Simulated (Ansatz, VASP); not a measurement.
## Two plane-wave programs on Cu

File INCAR:

```
ALGO = Normal
DIPOL = 0.5 0.5 0.437
EDIFF = 1E-6
ENCUT = 520
GGA = PS
GGA_COMPAT = False
IDIPOL = 3
ISIF = 2
ISMEAR = 1
IVDW = 13
LASPH = True
LCHARG = False
LDIPOL = True
LREAL = False
LWAVE = False
NBANDS = 30
NELM = 120
NELMDL = -8
PREC = Accurate
SIGMA = 0.1
```

The input KPOINTS:

```
k-points
0
Gamma
  24 24 1
```

The input POSCAR:

```
Cu
1.0
    2.4568680386      0.0000000000      0.0000000000
   -1.2284340193      2.1277101352      0.0000000000
    0.0000000000      0.0000000000     23.0206405349
Cu
4
Direct
    0.0000000000      0.0000000000      0.3040749448
    0.6666666667      0.3333333333      0.3929452496
    0.3333333333      0.6666666667      0.4822180557
    1.0000000000      1.0000000000      0.5707105392
```

Input for Ansatz:

```yaml
crystal:
  lattice:
    - [2.4568680386, 0.0, 0.0]
    - [-1.2284340193, 2.1277101352, 0.0]
    - [0.0, 0.0, 23.0206405349]
  atoms:
    - { symbol: Cu, position: [0.0, 0.0, 0.3040749448] }
    - { symbol: Cu, position: [0.6666666667, 0.3333333333, 0.3929452496] }
    - { symbol: Cu, position: [0.3333333333, 0.6666666667, 0.4822180557] }
    - { symbol: Cu, position: [1.0, 1.0, 0.5707105392] }
basis:
  ecutwfc: 420
kpoints:
  mp_grid: { grid: [24, 24, 1] }
hamiltonian:
  xc: pbesol
  dispersion: d4
  pseudopotentials: { kind: paw, azcp: { folder: soft_1 } }
scf:
  occupations: { method: methfessel_paxton, width: 0.1 }
  n_extra_bands: 7
  max_iter: 160
output:
  forces: true
  eigenvalues: true
efield:
  axis: 3
  dipole_correction: true
```

Alike in both runs: task single point; functional PBEsol; dispersion D4; k mesh 24 × 24 × 1; occupations methfessel-paxton of order 1, width 0.1 eV; no spin polarisation.

|  | VASP | Ansatz |
| --- | --- | --- |
| version | VASP 6.6.1 | Ansatz 0.2.0 |
| potentials or method | VASP PAW PBE potentials, release 64 (Cu), cutoff 520 eV | scalar-relativistic, plane waves, PAW |
| valence electrons in the cell | 44 | 76 |

|  | VASP | Ansatz | Ansatz less VASP |
| --- | --- | --- | --- |
| gap on the k mesh at the Fermi level (eV) | none | none | - |
| rms of the force components (eV/Å) | 0.055 | 0.048 | -0.0070 |

VASP's potentials were made for PBE, not for PBEsol, and Ansatz warns of the same on its side. Atom by atom the forces differ by 0.009 eV/Å (rms over components). A gap of «none» marks a metal or a gap that the smearing closes. VASP's potentials hold 44 valence electrons a cell and Ansatz's 76, so a difference there can come from the potentials and not from the codes.
